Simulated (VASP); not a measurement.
InP:

```
In P
1.0
     0.00000    2.95381    2.95381
     2.95381    0.00000    2.95381
     2.95381    2.95381    0.00000
In P
1 1
Direct
  0.00000 0.00000 0.00000
  0.25000 0.25000 0.25000
```

Base run:

| Item | Value |
| --- | --- |
| Program | VASP 6.6.1 |
| Functional | PBEsol |
| Potentials or basis | VASP PAW PBE potentials, release 64 (In_d, P) |
| Cutoff | 500 eV |
| k mesh | 6 × 6 × 6 |
| Occupations | gaussian, width 0.01 eV |
| Spin | no spin polarisation |

Its results: band gap on the k mesh 0.48 eV; pressure -1.0 GPa.

Task: The run is repeated on the same cell with these changes: functional from PBEsol to PBE0; cutoff from 500 eV to 400 eV; k mesh from 6 × 6 × 6 to 4 × 4 × 4. What comes out?

Result: Band gap on the k mesh 2.10 eV; pressure -0.5 GPa.

Several settings changed at once.

Caveats: some runs use coarse meshes; the PAW data sets were made with another functional, which shifts forces and pressure a little; spin-orbit coupling is left out, which moves the levels of the heavy elements; semilocal functionals underestimate gaps, and a narrow one can read as zero (at least some runs).

